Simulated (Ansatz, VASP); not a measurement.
# Cu3O2: VASP beside Ansatz

```xyz
5
Lattice="-2.0230 2.0230 3.6736 2.0230 -2.0230 3.6736 2.0230 2.0230 -3.6736" Properties=species:S:1:pos:R:3 pbc="T T T"
Cu    0.0000    0.0000    0.0000
Cu    0.0000    2.0230    1.8368
Cu    2.0230    0.0000    1.8368
O     0.0000    2.0230    0.0000
O     2.0230    0.0000    0.0000
```

Alike in both runs: task single point; functional PBEsol; k mesh 9 × 9 × 9; occupations fermi-dirac, width 0.05 eV; no spin polarisation.

|  | VASP | Ansatz |
| --- | --- | --- |
| version | VASP 6.6.1 | Ansatz 0.2.0 |
| potentials or method | VASP PAW PBE potentials, release 64 (Cu, O) | Ansatz PAW |
| plane-wave cutoff (eV) | 520 | 420 |
| valence electrons in the cell | 45 | 69 |

|  | VASP | Ansatz | Ansatz less VASP |
| --- | --- | --- | --- |
| gap on the k mesh at the Fermi level (eV) | none | none | - |
| pressure (GPa) | -5.4 | -6.2 | -0.77 |
| traceless stress, the component that is largest in VASP (GPa) | -2.03 | -2.78 | -0.748 |

VASP's potentials were made for PBE, not for PBEsol. A gap of «none» marks a metal or a gap that the smearing closes. VASP's potentials hold 45 valence electrons a cell and Ansatz's 69, so a difference there can come from the potentials and not from the codes.
